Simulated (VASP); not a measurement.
A run of VASP 6.6.1 is set up as follows.

Contents of INCAR:

```
PREC = Accurate
ENCUT = 520
EDIFF = 1E-6
ISMEAR = 0
SIGMA = 0.1
LREAL = F
LASPH = T
NELM = 150
ALGO = Normal
ISIF = 2
LWAVE = F
LCHARG = F
ISPIN = 2
MAGMOM = 2 2 2 2 0 0
LORBIT = 11
LMAXMIX = 4
GGA = PE
NBANDS = 39
```

The input KPOINTS:

```
Automatic mesh
0
Gamma
  4 4 6
```

POSCAR

```
Ni2O
1.0
    4.3443811108      0.0000000000      0.0000000000
    0.0000000000      4.4766619459      0.0000000000
    0.0000000000      0.0000000000      2.9241026707
Ni O
4 2
Direct
    0.2250000000      0.8250000000      0.5000000000
    0.7250000000      0.6750000000      0.0000000000
    0.7750000000      0.1750000000      0.5000000000
    0.2750000000      0.3250000000      0.0000000000
    0.5000000000      0.5000000000      0.5000000000
    0.0000000000      0.0000000000      0.0000000000
```

Potentials or basis: VASP PAW PBE potentials, release 64 (Ni, O).

Launch:

```console
$ cat potpaw_PBE.64/Ni/POTCAR potpaw_PBE.64/O/POTCAR > POTCAR
$ mpirun -np 1 vasp_std > vasp.out
```

Estimate the site moments.

Ni +0.86; O +0.25 μB.

What does it give for the net moment?

3.91 μB per cell.

What does it give for the pressure?

27.4 GPa.

Stress tensor (GPa, compression positive):
```
25.57  0.00  0.00
 0.00 30.63  0.00
 0.00  0.00 25.86
```

Caveat: the k points lie up to 0.36 Å⁻¹ apart.
